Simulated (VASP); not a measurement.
# Cr (P6_3/mmc) in VASP: single point with PBE

Aim: the single point of Cr with PBE.

Program: VASP 6.6.1. These are calculated values, not measurements. Logs are shortened: lines on timing, memory, paths and dates and some standing lists are left out, and cuts for length are marked.

### Step 1. The cell of the first run

Symmetry: P6_3/mmc, No. 194, hexagonal system. Conventional cell: a = 2.410 Å, b = 2.410 Å, c = 4.287 Å, α = 90.00°, β = 90.00°, γ = 120.00°. Within 3.2 Å of Cr (site symmetry -6m2) lie 12 Cr at 2.41 to 2.56 Å.

This isn't the form of Cr at room conditions, which is bcc.

### Step 2. Single point, PBE, collinear spin, ferromagnetic start

INCAR reads:

```
PREC = Accurate
ENCUT = 520
EDIFF = 1E-6
ISMEAR = -1
SIGMA = 0.05
LREAL = False
LASPH = True
NELM = 150
ALGO = Normal
ISIF = 2
LWAVE = False
LCHARG = False
ISPIN = 2
MAGMOM = 2 2
LORBIT = 11
LMAXMIX = 4
GGA = PE
NBANDS = 23
```

KPOINTS reads:

```
Automatic mesh
0
Gamma
  18 18 10
```

POSCAR reads:

```
Cr
1.0
    2.4097671430      0.0000000000      0.0000000000
   -1.2048835715      2.0869195630      0.0000000000
    0.0000000000      0.0000000000      4.2866079564
Cr
2
Direct
    0.3333333333      0.6666666667      0.2500000000
    0.6666666667      0.3333333333      0.7500000000
```

Potentials or basis: VASP PAW PBE potentials, release 64 (Cr_pv).

On the command line:

```console
$ cat potpaw_PBE.64/Cr_pv/POTCAR > POTCAR
$ mpirun -np 1 vasp_std > vasp.out
```

OUTCAR:

```text
PREC = Accurate
   ENCUT = 520
   EDIFF = 1E-6
   ISMEAR = -1
   LREAL = False
   LASPH = True
   NELM = 150
   ISIF = 2
   ISPIN = 2
   LORBIT = 11
   GGA = PE

 ion  position               nearest neighbor table
   1  0.333  0.667  0.250-   2 2.56   2 2.56   2 2.56   2 2.56   2 2.56   2 2.56
   2  0.667  0.333  0.750-   1 2.56   1 2.56   1 2.56   1 2.56   1 2.56   1 2.56

  LATTYP: Found a hexagonal cell.
 ALAT       =     2.4097671430
 C/A-ratio  =     1.7788473749

  Lattice vectors:

 A1 = (   2.4097671430,   0.0000000000,   0.0000000000)
 A2 = (  -1.2048835715,   2.0869195630,   0.0000000000)
 A3 = (   0.0000000000,   0.0000000000,   4.2866079564)

Analysis of symmetry for initial positions (statically):
=====================================================================
 Subroutine PRICEL returns:
 Original cell was already a primitive cell.

 Routine SETGRP: Setting up the symmetry group for a
 hexagonal supercell.

 Subroutine GETGRP returns: Found 24 space group operations
 (whereof 12 operations were pure point group operations)
 out of a pool of 24 trial point group operations.

The static configuration has the point symmetry D_3d.
 The point group associated with its full space group is D_6h.

Analysis of symmetry for dynamics (positions and initial velocities):
=====================================================================
 Subroutine PRICEL returns:
 Original cell was already a primitive cell.

 Routine SETGRP: Setting up the symmetry group for a
 hexagonal supercell.

 Subroutine GETGRP returns: Found 24 space group operations
 (whereof 12 operations were pure point group operations)
 out of a pool of 24 trial point group operations.

The dynamic configuration has the point symmetry D_3d.
 The point group associated with its full space group is D_6h.

Analysis of structural, dynamic, and magnetic symmetry:
=====================================================================
 Subroutine PRICEL returns:
 Original cell was already a primitive cell.

 Routine SETGRP: Setting up the symmetry group for a
 hexagonal supercell.

 Subroutine GETGRP returns: Found 24 space group operations
 (whereof 12 operations were pure point group operations)
 out of a pool of 24 trial point group operations.

The overall configuration has the point symmetry D_3d.
 The point group associated with its full space group is D_6h.
[... 117 lines left out ...]
   IMIX   =      4    mixing-type and parameters
     AMIX     =   0.40;   BMIX     =  1.00
     AMIX_MAG =   1.60;   BMIX_MAG =  1.00
  volume/ion in A,a.u.               =      10.78        72.74
  Fermi-wavevector in a.u.,A,eV,Ry     =   1.696734  3.206362 39.169891  2.878906
  Thomas-Fermi vector in A             =   2.777543
   LORBIT       =     11    0 simple, 1 ext, 2 COOP (PROOUT), +10 PAW based schemes
   GGA     = PE    functional components
   LHFCALC =     F    Hartree Fock is set to
   AEXX    =    0.0000 exact exchange contribution
   IVDW    =     0    specifies the selected vdW correction
   LEPSILON=     F    determine dielectric tensor
   LRPA    =     F    only Hartree local field effects (RPA)
 spin polarized calculation
  energy-cutoff  :      520.00
  volume of cell :       21.56
 maximum number of plane-waves:       604
 NGX is ok and might be reduce to    18
   NGX =  9   NGY =  9   NGZ = 15

 number of electron      24.0000009 magnetization       0.4647227

 number of electron      24.0000009 magnetization      -0.0002871

 Free energy of the ion-electron system (eV)
  ---------------------------------------------------
  ext. energy  EPLUGINS =         0.00000000
  ---------------------------------------------------
  free energy    TOTEN  =       -18.05396418 eV

  energy without entropy =      -18.03162787  energy(sigma->0) =      -18.04279603

 E-fermi :  11.8173     XC(G=0): -14.0561

 val. band max:       11.8145529761   @ k =   0.3889   0.1667   0.1000
 cond. band min:      11.8199923370   @ k =   0.0556   0.0556   0.3000
 fundamental gap:      0.0054393608
 Fermi energy:        11.8173233880

 spin component 1

 k-point     1 :       0.0000    0.0000    0.0000
  band No.  band energies     occupation
      1     -31.5546      1.00000
      2     -30.6146      1.00000
      3     -30.4598      1.00000
      4     -30.4598      1.00000
      5     -30.3708      1.00000
      6     -30.3708      1.00000
[... 613 lines left out ...]
     22      24.6803      0.00000
     23      27.2216      0.00000

 [... further k-points ...]

 spin component 2

 k-point     1 :       0.0000    0.0000    0.0000
  band No.  band energies     occupation
      1     -31.5547      1.00000
      2     -30.6146      1.00000
      3     -30.4598      1.00000
      4     -30.4598      1.00000
      5     -30.3708      1.00000
      6     -30.3708      1.00000
[... 613 lines left out ...]
     22      24.6803      0.00000
     23      27.2218      0.00000

 [... further k-points ...]

------------------------ aborting loop because EDIFF is reached ----------------------------------------

  FORCE on cell =-STRESS in cart. coord.  units (eV):
  Direction    XX          YY          ZZ          XY          YZ          ZX
  --------------------------------------------------------------------------------------
  -------------------------------------------------------------------------------------
  Total        3.8191805      3.8191805      3.8256045      0.0000000      0.0000000      0.0000000
  in kB      283.8482460    283.8482460    284.3256885      0.0000000      0.0000000      0.0000000
  external PRESSURE =     284.0073935 kB  Pullay stress =       0.0000000 kB

 VOLUME and BASIS-vectors are now :
 -----------------------------------------------------------------------------
  energy-cutoff  :      520.00
  volume of cell :       21.56
      direct lattice vectors                 reciprocal lattice vectors
     2.409767143  0.000000000  0.000000000     0.414977855  0.239587576  0.000000000
    -1.204883571  2.086919563  0.000000000     0.000000000  0.479175153  0.000000000
     0.000000000  0.000000000  4.286607956     0.000000000  0.000000000  0.233284688

 POSITION                                       TOTAL-FORCE (eV/Angst)
 -----------------------------------------------------------------------------------
     -0.00000      1.39128      1.07165         0.000000      0.000000      0.000000
      1.20488      0.69564      3.21496         0.000000     -0.000000      0.000000
 -----------------------------------------------------------------------------------
    total drift:                                0.000000     -0.000000      0.000000

  FREE ENERGIE OF THE ION-ELECTRON SYSTEM (eV)
  ---------------------------------------------------
  free  energy   TOTEN  =       -18.0539641818 eV

  energy  without entropy=      -18.0316278747  energy(sigma->0) =      -18.04279603

 total charge

# of ion       s       p       d       tot
------------------------------------------
    1        0.478   6.431   4.340  11.249
    2        0.478   6.431   4.340  11.249
--------------------------------------------------
tot          0.957  12.862   8.680  22.499

 magnetization (x)

# of ion       s       p       d       tot
------------------------------------------
    1        0.000  -0.000  -0.000  -0.000
    2        0.000  -0.000  -0.000  -0.000
--------------------------------------------------
tot          0.000  -0.000  -0.000  -0.000
```

OSZICAR:

```text
N       E                     dE             d eps       ncg     rms          rms(c)
DAV:   1     0.239815364676E+03    0.23982E+03   -0.13762E+04 20671   0.134E+03
DAV:   2    -0.119189028071E+02   -0.25173E+03   -0.24255E+03 21005   0.382E+02
DAV:   3    -0.197246850609E+02   -0.78058E+01   -0.77428E+01 26045   0.788E+01
DAV:   4    -0.197883047784E+02   -0.63620E-01   -0.63583E-01 21012   0.732E+00
DAV:   5    -0.197890530098E+02   -0.74823E-03   -0.74820E-03 21971   0.745E-01    0.214E+01
DAV:   6    -0.179207919141E+02    0.18683E+01   -0.71869E+00 23294   0.313E+01    0.463E+00
DAV:   7    -0.180449129727E+02   -0.12412E+00   -0.23537E-01 22955   0.445E+00    0.353E+00
DAV:   8    -0.180551722332E+02   -0.10259E-01   -0.79416E-03 21733   0.915E-01    0.117E+00
DAV:   9    -0.180536405060E+02    0.15317E-02   -0.50558E-03 22741   0.667E-01    0.350E-01
DAV:  10    -0.180538102242E+02   -0.16972E-03   -0.11100E-03 21957   0.294E-01    0.136E-01
DAV:  11    -0.180539293828E+02   -0.11916E-03   -0.42535E-05 22902   0.698E-02    0.651E-02
DAV:  12    -0.180539649593E+02   -0.35576E-04   -0.15299E-05 22146   0.307E-02    0.142E-02
DAV:  13    -0.180539641818E+02    0.77743E-06   -0.26537E-06 21551   0.148E-02
   1 F= -.18053964E+02 E0= -.18042796E+02  d E =-.223363E-01  mag=     0.0006
```

Run time: 73 s. Hardware: 1 thread of Intel Xeon 6975P-C (Granite Rapids), shared host; peak memory 0.25 GiB.

Results:

* Free energy: -18.0540 eV
* Pressure: 28.4 GPa
* Band gap on the k mesh: zero (filled and empty bands overlap)
* Net moment: 0.00 μB per cell
* Valence electrons inside the program's atomic spheres: Cr 11.25

Caveat: the cell stands under pressure; an empty level that is flat over the whole mesh can mark a ghost state of the potentials, or a narrow d or f band.
